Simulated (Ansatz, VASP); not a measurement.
# Two plane-wave programs on CdS

```xyz
4
Lattice="4.1221 0.0000 0.0000 -2.0611 3.5699 0.0000 0.0000 0.0000 6.6918" Properties=species:S:1:pos:R:3 pbc="T T T"
Cd    2.0611    1.1900    3.3459
Cd    0.0000    2.3799    0.0000
S     2.0611    1.1900    5.8553
S     0.0000    2.3799    2.5094
```

Alike in both runs: task single point; functional PBE; k mesh 7 × 7 × 4; occupations fermi-dirac, width 0.05 eV; no spin polarisation.

```csv
,VASP,Ansatz
version,VASP 6.6.1,Ansatz 0.2.0
potentials or method,"VASP PAW PBE potentials, release 64 (Cd, S)",Ansatz PAW soft_1
plane-wave cutoff (eV),520,420
valence electrons in the cell,36,52
```

VASP gave:

* gap on the k mesh at the Fermi level (eV): 1.25
* least direct gap on the mesh (eV): 1.25
* pressure (GPa): 3.8
* traceless stress, the component that is largest in VASP (GPa): 0.49
* rms of the force components (eV/Å): 0.042

Q: Estimate Ansatz's values.

A: gap on the k mesh at the Fermi level (eV): 1.24; least direct gap on the mesh (eV): 1.24; pressure (GPa): 3.4; traceless stress, the component that is largest in VASP (GPa): 0.47; rms of the force components (eV/Å): 0.042.

Atom by atom the forces differ by 0.001 eV/Å (rms over components). With one functional, cell and mesh, what is left measures potentials, basis and numerics. VASP's potentials hold 36 valence electrons a cell and Ansatz's 52, so a difference there can come from the potentials and not from the codes.

Noted on Ansatz's run: odd divisions of the mesh miss points on the zone boundary, where band edges often lie, so the gap on the mesh can be too wide.
